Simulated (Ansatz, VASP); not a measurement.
## Two plane-wave programs on Te2Mo

```
Te Mo
1.0
     3.79539   -0.09374   -0.02797
    -1.97887    3.15752    0.03465
    -0.13769    0.11741   17.06364
Te Mo
2 1
Direct
  0.32956 0.65215 0.89816
  0.34185 0.66763 0.09978
  0.99526 0.01355 0.00206
```

Change from the starting cell: all atoms moved at random (sigma 0.06 Å a component), cell strained at random (sigma 0.05).

Alike in both runs: task single point; functional LDA; k mesh 12 × 12 × 2; occupations gaussian, width 0.05 eV; no spin polarisation.

|  | VASP | Ansatz |
| --- | --- | --- |
| version | VASP 6.6.1 | Ansatz 0.2.0 |
| potentials or method | VASP PAW LDA potentials, release 64 (Te, Mo_sv), cutoff 520 eV | scalar-relativistic, plane waves, PAW |
| valence electrons in the cell | 26 | 46 |

|  | VASP | Ansatz | Ansatz less VASP |
| --- | --- | --- | --- |
| gap on the k mesh at the Fermi level (eV) | 0.68 | 0.69 | +0.012 |
| least direct gap on the mesh (eV) | 0.75 | 0.75 | +0.001 |
| rms of the force components (eV/Å) | 0.741 | 0.732 | -0.0086 |

LDA's correlation is that of Perdew and Zunger in VASP and of Perdew and Wang (1992) in Ansatz. Atom by atom the forces differ by 0.027 eV/Å (rms over components). VASP's potentials hold 26 valence electrons a cell and Ansatz's 46, so a difference there can come from the potentials and not from the codes.

Spin-orbit coupling is off throughout.
